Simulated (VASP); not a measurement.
A run of VASP 6.6.1 is set up as follows.

The input INCAR:

```
PREC     = Accurate       # precision mode
ENCUT    = 500            # plane-wave cutoff, eV
EDIFF    = 1E-8           # SCF threshold, eV
ISMEAR   = -1             # smearing method
SIGMA    = 0.15           # smearing width, eV
LREAL    = False          # projectors in reciprocal space
LASPH    = True           # aspherical terms in the spheres
NELM     = 120            # most SCF steps
ALGO     = Normal         # electronic algorithm
ISIF     = 2              # what is computed and relaxed
LWAVE    = False          # write WAVECAR
LCHARG   = False          # write CHGCAR
GGA      = PS             # functional
NBANDS   = 18             # bands
IBRION   = 8              # ionic algorithm
NSW      = 1              # ionic steps
GGA_COMPAT= False
```

File KPOINTS:

```
regular mesh
0
Gamma
  12 12 8
```

POSCAR

```
HfS2
1.0
    3.3430302201      0.0000000000      0.0000000000
   -1.6715151100      2.8951490963      0.0000000000
    0.0000000000      0.0000000000      5.1517248196
Hf S
1 2
Direct
    0.0000000000      0.0000000000      0.0000000000
    0.6666666667      0.3333333333      0.7075089060
    0.3333333333      0.6666666667      0.2924910940
```

Potentials or basis: VASP PAW PBE potentials, release 64 (Hf_pv, S).

The run is started by

```bash
$ cat potpaw_PBE.64/Hf_pv/POTCAR potpaw_PBE.64/S/POTCAR > POTCAR
$ mpirun -np 1 vasp_std > vasp.out
```

Problem. Predict the highest phonon frequency at Γ, LO-TO splitting left out.

Solution. 410 cm⁻¹.

Phonon frequencies in cm⁻¹ (negative: imaginary):
```csv
q point,frequencies
"(0.000, 0.000, 0.000)",0 0 0 202 202 282 282 366 410
```

Caveat: the cell stands under pressure or tension, which shifts response properties.
